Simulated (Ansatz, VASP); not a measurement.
MgO: VASP beside Ansatz

Contents of POSCAR:

```
MgO
1.0
    0.0507323070      2.1528997238      2.1528997238
    2.1528997238      0.0507323070      2.1528997238
    2.1528997238      2.1528997238      0.0507323070
Mg O
1 1
Direct
    0.0000000000      0.0000000000      0.0000000000
    0.5000000000      0.5000000000      0.5000000000
```

INCAR.step1

```
PREC     = Accurate       # precision mode
ENCUT    = 520            # plane-wave cutoff, eV
EDIFF    = 1E-5           # SCF threshold, eV
ISMEAR   = 0              # smearing method
SIGMA    = 0.01           # smearing width, eV
LREAL    = F              # projectors in reciprocal space
LASPH    = T              # aspherical terms in the spheres
NELM     = 60             # most SCF steps
ALGO     = Normal         # electronic algorithm
ISIF     = 2              # what is computed and relaxed
LWAVE    = T              # write WAVECAR
LCHARG   = F              # write CHGCAR
GGA      = PE             # functional
NBANDS   = 11             # bands
```

INCAR.step2

```
PREC     = Accurate       # precision mode
ENCUT    = 520            # plane-wave cutoff, eV
EDIFF    = 1E-6           # SCF threshold, eV
ISMEAR   = 0              # smearing method
SIGMA    = 0.01           # smearing width, eV
LREAL    = F              # projectors in reciprocal space
LASPH    = T              # aspherical terms in the spheres
NELM     = 60             # most SCF steps
ALGO     = Normal         # electronic algorithm
ISIF     = 2              # what is computed and relaxed
LWAVE    = F              # write WAVECAR
LCHARG   = F              # write CHGCAR
GGA      = PE             # functional
LHFCALC  = T              # exact exchange
HFSCREEN = 0.2079         # screening, 1/A
PRECFOCK = Normal       
ISTART   = 1            
NBANDS   = 11             # bands
```

The input KPOINTS:

```
regular mesh
0
Gamma
  8 8 8
```

Input for Ansatz:

```yaml
crystal:
  lattice:
    - [0.050732307, 2.1528997238, 2.1528997238]
    - [2.1528997238, 0.050732307, 2.1528997238]
    - [2.1528997238, 2.1528997238, 0.050732307]
  atoms:
    - { symbol: Mg, position: [0.0, 0.0, 0.0] }
    - { symbol: O, position: [0.5, 0.5, 0.5] }
kpoints:
  mp_grid: { grid: [8, 8, 8] }
  band_path:
    path:
      - [0.0, 0.0, 0.0]
      - [0.5, 0.0, 0.5]
      - [0.625, 0.25, 0.625]
      - [0.375, 0.375, 0.75]
      - [0.5, 0.5, 0.5]
      - [0.5, 0.25, 0.75]
    npoints: 1
hamiltonian:
  xc: hse06
scf:
  occupations: { method: fixed }
  n_extra_bands: 4
output:
  forces: true
  stress: true
  eigenvalues: true
```

Change from the starting cell: shear_111 strain +3.6%.

Alike in both runs: task single point; functional HSE06; k mesh 8 × 8 × 8; no spin polarisation.

|  | VASP | Ansatz |
| --- | --- | --- |
| version | VASP 6.6.1 | Ansatz 0.2.0 |
| potentials or method | VASP PAW PBE potentials, release 64 (Mg, O) | plane waves, PAW |
| plane-wave cutoff (eV) | 520 | 420 |
| occupations | gaussian, width 0.01 eV | fixed |
| valence electrons in the cell | 8 | 16 |

```csv
,VASP,Ansatz,Ansatz less VASP
gap on the k mesh at the Fermi level (eV),6.01,6.05,+0.046
pressure (GPa),-6.2,-5.8,+0.36
"traceless stress, the component that is largest in VASP (GPa)",-3.74,-3.72,+0.017
```

VASP's potentials hold 8 valence electrons a cell and Ansatz's 16, so a difference there can come from the potentials and not from the codes. Ansatz's warnings: stress exchange threshold loose, stress scf threshold loose.
